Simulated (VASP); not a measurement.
A run of VASP 6.6.1 is set up as follows.

The input INCAR:

```
  ALGO = Normal
  EDIFF = 1E-7
  EDIFFG = -0.08
  ENCUT = 600
  GGA = PE
  GGA_COMPAT = False
  IBRION = 2
  ISIF = 3
  ISMEAR = 0
  LASPH = True
  LCHARG = False
  LREAL = False
  LWAVE = False
  NELM = 120
  NELMIN = 4
  NSW = 36
  PREC = Accurate
  SIGMA = 0.2
```

File KPOINTS:

```
k-points
0
Gamma
  5 5 5
```

Contents of POSCAR:

```
SiO3
1.0
    3.5928336100      0.0000000000      0.0000000000
    0.0000000000      3.5928336100      0.0000000000
    0.0000000000      0.0000000000      3.5928336100
Si O
1 3
Direct
    0.0000000000      0.0000000000      0.0000000000
    0.0000000000      0.5000000000      0.5000000000
    0.5000000000      0.0000000000      0.5000000000
    0.5000000000      0.5000000000      0.0000000000
```

Potentials or basis: VASP PAW PBE potentials, release 64 (Si, O).

Launch:

```console
$ cat potpaw_PBE.64/Si/POTCAR potpaw_PBE.64/O/POTCAR > POTCAR
$ mpirun -np 1 vasp_std > vasp.out
```

Problem. Predict the space group after relaxing (to 0.05 Å).

Solution. Pm-3m (No. 221).

Problem. What does it give for the relaxed cell?

Solution. a = 3.230 Å, b = 3.230 Å, c = 3.230 Å, α = 90.00°, β = 90.00°, γ = 90.00°.

Problem. Predict the relaxed volume.

Solution. 8.42 Å³/atom.

Problem. Predict the band gap on the k mesh.

Solution. Zero (band 11 reaches 6.96 eV, above the bottom of band 12 at 6.63 eV).

Final structure:
```yaml
crystal:
  lattice:
    - [3.22995, 0.00000, 0.00000]
    - [0.00000, 3.22995, 0.00000]
    - [0.00000, 0.00000, 3.22995]
  atoms:
    - { symbol: Si, position: [0.00000, 0.00000, 0.00000] }
    - { symbol: O, position: [0.00000, 0.50000, 0.50000] }
    - { symbol: O, position: [0.50000, 0.00000, 0.50000] }
    - { symbol: O, position: [0.50000, 0.50000, 0.00000] }
```

Caveat: the volume moved by over 15 % at a fixed basis, so the end points are rough.
